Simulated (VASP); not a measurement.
# SiC (Moissanite) (P6_3mc) in VASP: single point with PBE

Aim: the single point of SiC (Moissanite) with PBE.

Program: VASP 6.6.1. These are calculated values, not measurements. Logs are shortened: lines on timing, memory, paths and dates and some standing lists are left out, and cuts for length are marked.

### 1 The cell of the first run

Symmetry: P6_3mc, No. 186, hexagonal system. The conventional cell has a = 3.076 Å, b = 3.076 Å, c = 5.048 Å, α = 90.00°, β = 90.00°, γ = 120.00°. Si (site symmetry 3m) has 4 C at 1.87 to 1.94 Å within 2.5 Å. Within 2.5 Å of C (site symmetry 3m) lie 4 Si at 1.87 to 1.94 Å.

### 2 Single point, PBE

Contents of INCAR:

```
PREC = Accurate ; ENCUT = 600
EDIFF = 1E-6 ; ISMEAR = 0
SIGMA = 0.01 ; LREAL = False
LASPH = True ; NELM = 120
ALGO = Normal ; ISIF = 2
LWAVE = False ; LCHARG = False
GGA = PE ; NBANDS = 16
GGA_COMPAT = False
```

Contents of KPOINTS:

```
regular mesh
0
Gamma
  6 6 4
```

Contents of POSCAR:

```
SiC
1.0
    3.0760000000      0.0000000000      0.0000000000
   -1.5380000000      2.6638941400      0.0000000000
    0.0000000000      0.0000000000      5.0480000000
Si C
2 2
Direct
    0.3333333333      0.6666666667      0.0000000000
    0.6666666667      0.3333333333      0.5000000000
    0.3333333333      0.6666666667      0.3850000000
    0.6666666667      0.3333333333      0.8850000000
```

Potentials or basis: VASP PAW PBE potentials, release 64 (Si, C).

The run is started by

```sh
> cat potpaw_PBE.64/Si/POTCAR potpaw_PBE.64/C/POTCAR > POTCAR
> mpirun -np 1 vasp_std > vasp.out
```

OUTCAR:

```text
PREC = Accurate
   ENCUT = 600
   EDIFF = 1E-6
   ISMEAR = 0
   LREAL = False
   LASPH = True
   NELM = 120
   ISIF = 2
   GGA = PE

 ion  position               nearest neighbor table
   1  0.333  0.667  0.000-   4 1.87   4 1.87   4 1.87   3 1.94   2 3.09   2 3.09   2 3.09   2 3.09
                             2 3.09   2 3.09
   2  0.667  0.333  0.500-   3 1.87   3 1.87   3 1.87   4 1.94   1 3.09   1 3.09   1 3.09   1 3.09
                             1 3.09   1 3.09
   3  0.333  0.667  0.385-   2 1.87   2 1.87   2 1.87   1 1.94
   4  0.667  0.333  0.885-   1 1.87   1 1.87   1 1.87   2 1.94

  LATTYP: Found a hexagonal cell.
 ALAT       =     3.0760000000
 C/A-ratio  =     1.6410923277

  Lattice vectors:

 A1 = (   3.0760000000,   0.0000000000,   0.0000000000)
 A2 = (  -1.5380000000,   2.6638941400,   0.0000000000)
 A3 = (   0.0000000000,   0.0000000000,   5.0480000000)

Analysis of symmetry for initial positions (statically):
=====================================================================
 Subroutine PRICEL returns:
 Original cell was already a primitive cell.

 Routine SETGRP: Setting up the symmetry group for a
 hexagonal supercell.

 Subroutine GETGRP returns: Found 12 space group operations
 (whereof  6 operations were pure point group operations)
 out of a pool of 24 trial point group operations.

The static configuration has the point symmetry C_3v.
 The point group associated with its full space group is C_6v.

Analysis of symmetry for dynamics (positions and initial velocities):
=====================================================================
 Subroutine PRICEL returns:
 Original cell was already a primitive cell.

 Routine SETGRP: Setting up the symmetry group for a
 hexagonal supercell.

 Subroutine GETGRP returns: Found 12 space group operations
 (whereof  6 operations were pure point group operations)
 out of a pool of 24 trial point group operations.

The dynamic configuration has the point symmetry C_3v.
 The point group associated with its full space group is C_6v.

 Subroutine INISYM returns: Found 12 space group operations
 (whereof  6 operations are pure point group operations),
 and found     1 'primitive' translations

----------------------------------------------------------------------------------------

                                     Primitive cell

  volume of cell :      41.3640

  direct lattice vectors                    reciprocal lattice vectors
     3.076000000  0.000000000  0.000000000     0.325097529  0.187695146  0.000000000
    -1.538000000  2.663894140  0.000000000     0.000000000  0.375390292  0.000000000
     0.000000000  0.000000000  5.048000000     0.000000000  0.000000000  0.198098257

  length of vectors
     3.076000000  3.075999998  5.048000000     0.375390292  0.375390292  0.198098257

  position of ions in fractional coordinates (direct lattice)
     0.333333333  0.666666667  0.000000000
     0.666666667  0.333333333  0.500000000
     0.333333333  0.666666667  0.385000000
     0.666666667  0.333333333  0.885000000

  ion indices of the primitive-cell ions
   primitive index   ion index
                 1           1
                 2           2
                 3           3
                 4           4

----------------------------------------------------------------------------------------

 KPOINTS: regular mesh

Automatic generation of k-mesh.
 Grid dimensions read from file:
 generate k-points for:    6    6    4

 Generating k-lattice:

  Cartesian coordinates                     Fractional coordinates (reciprocal lattice)
     0.054182922  0.031282524  0.000000000     0.166666667  0.000000000  0.000000000
     0.000000000  0.062565049  0.000000000     0.000000000  0.166666667  0.000000000
     0.000000000  0.000000000  0.049524564     0.000000000  0.000000000  0.250000000

  Length of vectors
     0.062565049  0.062565049  0.049524564

  Shift w.r.t. Gamma in fractional coordinates (k-lattice)
     0.000000000  0.000000000  0.000000000

 Subroutine IBZKPT returns following result:
 ===========================================

 Found     21 irreducible k-points:

 Following reciprocal coordinates:
            Coordinates               Weight
  0.000000  0.000000  0.000000      1.000000
  0.166667  0.000000  0.000000      6.000000
  0.333333  0.000000  0.000000      6.000000
  0.500000  0.000000  0.000000      3.000000
  0.166667  0.166667  0.000000      6.000000
  0.333333  0.166667  0.000000     12.000000
[... 13 lines left out ...]
  0.333333  0.166667  0.500000     12.000000
  0.333333  0.333333  0.500000      2.000000
   k-points           NKPTS =     21   k-points in BZ     NKDIM =     21   number of bands    NBANDS=     16
   number of dos      NEDOS =    301   number of ions     NIONS =      4
   total plane-waves  NPLWV =  31360
   dimension x,y,z NGX =    28 NGY =   28 NGZ =   40
   dimension x,y,z NGXF=    56 NGYF=   56 NGZF=   80
   ions per type =               2   2
   NGX,Y,Z   is equivalent  to a cutoff of  15.13, 15.13, 13.17 a.u.
   NGXF,Y,Z  is equivalent  to a cutoff of  30.27, 30.27, 26.35 a.u.
 SYSTEM =  unknown system
   PREC   = accura    normal or accurate (medium, high low for compatibility)
   ISTART =      0    job   : 0-new  1-cont  2-samecut
   ICHARG =      2    charge: 1-file 2-atom 10-const
   ISPIN  =      1    spin polarized calculation?
   LNONCOLLINEAR =      F non collinear calculations
   LSORBIT =      F    spin-orbit coupling
   LASPH  =      T    aspherical Exc in radial PAW
   ENCUT  =  600.0 eV  44.10 Ry    6.64 a.u.   6.14  6.14 10.08*2*pi/ulx,y,z
   NELM   =    120;   NELMIN=  2; NELMDL= -5     # of ELM steps
   EDIFF  = 0.1E-05   stopping-criterion for ELM
   LREAL  =      F    real-space projection
   EDIFFG = 0.1E-04   stopping-criterion for IOM
   NSW    =      0    number of steps for IOM
   IBRION =     -1    ionic relax: 0-MD 1-quasi-New 2-CG
   NFREE  =      0    steps in history (QN), initial steepest desc. (CG)
   ISIF   =      2    stress and relaxation
   ISYM   =      2    0-nonsym 1-usesym 2-fastsym
   POTIM  = 0.5000    time-step for ionic-motion
   TEBEG  =    0.0;   TEEND  =   0.0 temperature during run
   PSTRESS=    0.0 pullay stress
   NELECT =      16.0000    total number of electrons
   NUPDOWN=      -1.0000    fix difference up-down
   EMIN   =  10.00;   EMAX   =-10.00  energy-range for DOS
   EFERMI =   0.00;   METHOD = LEGACY
   ISMEAR =     0;   SIGMA  =   0.01  broadening in eV -4-tet -1-fermi 0-gaus
   EFERMI_NEDOS =   21; number of points for ismear=-14 and -15
   IALGO  =     38    algorithm
   IMIX   =      4    mixing-type and parameters
     AMIX     =   0.40;   BMIX     =  1.00
     AMIX_MAG =   1.60;   BMIX_MAG =  1.00
  volume/ion in A,a.u.               =      10.34        69.78
  Fermi-wavevector in a.u.,A,eV,Ry     =   1.192817  2.254098 19.358549  1.422813
  Thomas-Fermi vector in A             =   2.328847
   LORBIT       =      0    0 simple, 1 ext, 2 COOP (PROOUT), +10 PAW based schemes
   GGA     = PE    functional components
   LHFCALC =     F    Hartree Fock is set to
   AEXX    =    0.0000 exact exchange contribution
   IVDW    =     0    specifies the selected vdW correction
   LEPSILON=     F    determine dielectric tensor
   LRPA    =     F    only Hartree local field effects (RPA)
 non-spin polarized calculation
 Gauss-broadening in eV      SIGMA  =   0.01
  energy-cutoff  :      600.00
  volume of cell :       41.36
 maximum number of plane-waves:      1404
 NGX is ok and might be reduce to    28
   NGX = 13   NGY = 13   NGZ = 21

 number of electron      16.0000001 magnetization

 Free energy of the ion-electron system (eV)
  ---------------------------------------------------
  ext. energy  EPLUGINS =         0.00000000
  ---------------------------------------------------
  free energy    TOTEN  =       -30.06040627 eV

  energy without entropy =      -30.06040627  energy(sigma->0) =      -30.06040627

 E-fermi :   8.5197     XC(G=0): -11.3476

 val. band max:        8.4122941212   @ k =   0.0000   0.0000   0.0000
 cond. band min:      10.7325380726   @ k =   0.3333   0.3333   0.0000
 fundamental gap:      2.3202439514
 Fermi energy:         8.5197353012

 k-point     1 :       0.0000    0.0000    0.0000
  band No.  band energies     occupation
      1      -7.3137      2.00000
      2      -3.8110      2.00000
      3      -0.2822      2.00000
      4       6.8557      2.00000
      5       6.8557      2.00000
      6       8.1368      2.00000
[... 8 lines left out ...]
     15      17.1137      0.00000
     16      19.7546      0.00000

 k-point     2 :       0.1667    0.0000    0.0000
  band No.  band energies     occupation
      1      -6.8340      2.00000
      2      -3.4046      2.00000
      3       0.1576      2.00000
      4       4.6999      2.00000
      5       6.1764      2.00000
      6       6.5758      2.00000
[... 8 lines left out ...]
     15      17.7316      0.00000
     16      18.1245      0.00000

 k-point     3 :       0.3333    0.0000    0.0000
  band No.  band energies     occupation
      1      -5.4622      2.00000
      2      -2.4248      2.00000
      3       0.9033      2.00000
      4       2.0523      2.00000
      5       3.7863      2.00000
      6       5.2375      2.00000
[... 8 lines left out ...]
     15      19.0753      0.00000
     16      20.2119      0.00000

 k-point     4 :       0.5000    0.0000    0.0000
  band No.  band energies     occupation
      1      -3.9811      2.00000
      2      -2.5223      2.00000
      3       0.4174      2.00000
      4       1.8626      2.00000
      5       2.9810      2.00000
      6       4.8695      2.00000
[... 8 lines left out ...]
     15      18.5568      0.00000
     16      20.6119      0.00000
[... 267 lines left out ...]
 k-point    19 :       0.1667    0.1667    0.5000
  band No.  band energies     occupation
      1      -4.7676      2.00000
      2      -4.7676      2.00000
      3       2.9157      2.00000
      4       2.9157      2.00000
      5       5.2268      2.00000
      6       5.2268      2.00000
[... 8 lines left out ...]
     15      18.5880      0.00000
     16      18.5880      0.00000

 k-point    20 :       0.3333    0.1667    0.5000
  band No.  band energies     occupation
      1      -3.2821      2.00000
      2      -3.2821      2.00000
      3       0.7356      2.00000
      4       0.7356      2.00000
      5       4.1070      2.00000
      6       4.1070      2.00000
[... 8 lines left out ...]
     15      19.9139      0.00000
     16      19.9139      0.00000

 k-point    21 :       0.3333    0.3333    0.5000
  band No.  band energies     occupation
      1      -2.5025      2.00000
      2      -2.5025      2.00000
      3       0.4764      2.00000
      4       0.4764      2.00000
      5       2.5561      2.00000
      6       2.5561      2.00000
[... 8 lines left out ...]
     15      19.8125      0.00000
     16      19.8125      0.00000

------------------------ aborting loop because EDIFF is reached ----------------------------------------

  FORCE on cell =-STRESS in cart. coord.  units (eV):
  Direction    XX          YY          ZZ          XY          YZ          ZX
  --------------------------------------------------------------------------------------
  -------------------------------------------------------------------------------------
  Total        1.3319944      1.3319944      0.0472264      0.0000000     -0.0000000     -0.0000000
  in kB       51.5929468     51.5929467      1.8292494      0.0000000     -0.0000000     -0.0000000
  external PRESSURE =      35.0050476 kB  Pullay stress =       0.0000000 kB

 VOLUME and BASIS-vectors are now :
 -----------------------------------------------------------------------------
  energy-cutoff  :      600.00
  volume of cell :       41.36
      direct lattice vectors                 reciprocal lattice vectors
     3.076000000  0.000000000  0.000000000     0.325097529  0.187695146  0.000000000
    -1.538000000  2.663894140  0.000000000     0.000000000  0.375390292  0.000000000
     0.000000000  0.000000000  5.048000000     0.000000000  0.000000000  0.198098257

 POSITION                                       TOTAL-FORCE (eV/Angst)
 -----------------------------------------------------------------------------------
     -0.00000      1.77593      0.00000         0.000000     -0.000000      0.745076
      1.53800      0.88796      2.52400        -0.000000      0.000000      0.745076
     -0.00000      1.77593      1.94348        -0.000000     -0.000000     -0.745076
      1.53800      0.88796      4.46748        -0.000000      0.000000     -0.745076
 -----------------------------------------------------------------------------------
    total drift:                               -0.000000      0.000000     -0.000167

  FREE ENERGIE OF THE ION-ELECTRON SYSTEM (eV)
  ---------------------------------------------------
  free  energy   TOTEN  =       -30.0604062748 eV

  energy  without entropy=      -30.0604062748  energy(sigma->0) =      -30.06040627
```

Run time: 7.6 s. Hardware: 1 thread of Intel Xeon 6975P-C (Granite Rapids), shared host; peak memory 0.17 GiB.

What came out:

- Free energy: -30.0604 eV
- Pressure: 3.5 GPa
- Largest force: 0.745 eV/Å
- Band gap on the k mesh: 2.32 eV, indirect (least direct gap 4.07 eV)

Forces in eV/Å, atoms in the order of the input:
```
Si   0.000  0.000  0.745
Si   0.000  0.000  0.745
C    0.000  0.000 -0.745
C    0.000  0.000 -0.745
```

A k mesh can miss the band edges. Expect the measured gap to be larger: semilocal functionals such as PBE lack the derivative discontinuity.
